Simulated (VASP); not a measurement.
Set up this calculation in VASP 6.6.1, as the native input.

| Quantity | Value |
| --- | --- |
| Task | single point |
| Functional | PBE |
| Potentials or basis | VASP PAW PBE potentials, release 64 (Ti_sv, Co) |
| Cutoff | 520 eV |
| k mesh | 13 × 13 × 13 |
| Occupations | fermi-dirac, width 0.03 eV |
| Spin | no spin polarisation |
| Dipole correction | no |
| Further INCAR settings | ALGO = Normal; EDIFF = 1e-07; NBANDS = 18 |

The structure of TiCo lies in POSCAR:

```
TiCo
1.0
    3.0825029975      0.0000000000      0.0000000000
    0.0000000000      3.0825029975      0.0000000000
    0.0000000000      0.0000000000      3.0825029975
Ti Co
1 1
Direct
    0.0000000000      0.0000000000      0.0000000000
    0.5000000000      0.5000000000      0.5000000000
```

This cell differs from its parent crystal: volume scaled by 1.1.

One way to write it, as run:

INCAR

```
SYSTEM = TiCo
PREC = Accurate ; ENCUT = 520
EDIFF = 1E-7 ; ISMEAR = -1
SIGMA = 0.03 ; LREAL = .False.
LASPH = .True. ; NELM = 80
ALGO = Normal ; ISIF = 2
LWAVE = .False. ; LCHARG = .True.
GGA = PE ; LELF = .True.
LVHAR = .True. ; NBANDS = 18
```

KPOINTS

```
regular mesh
0
Gamma
  13 13 13
  0 0 0
```

Potentials or basis: VASP PAW PBE potentials, release 64 (Ti_sv, Co).

Run with:

```sh
$ cat potpaw_PBE.64/Ti_sv/POTCAR potpaw_PBE.64/Co/POTCAR > POTCAR
$ mpirun -np 1 vasp_std > vasp.out
```

Results of the run:

The pressure is -15.7 GPa.

Run time: 18 s on 1 thread of Intel(R) Xeon(R) Platinum 8559C (Emerald Rapids), on a shared host, peak memory 0.17 GiB.
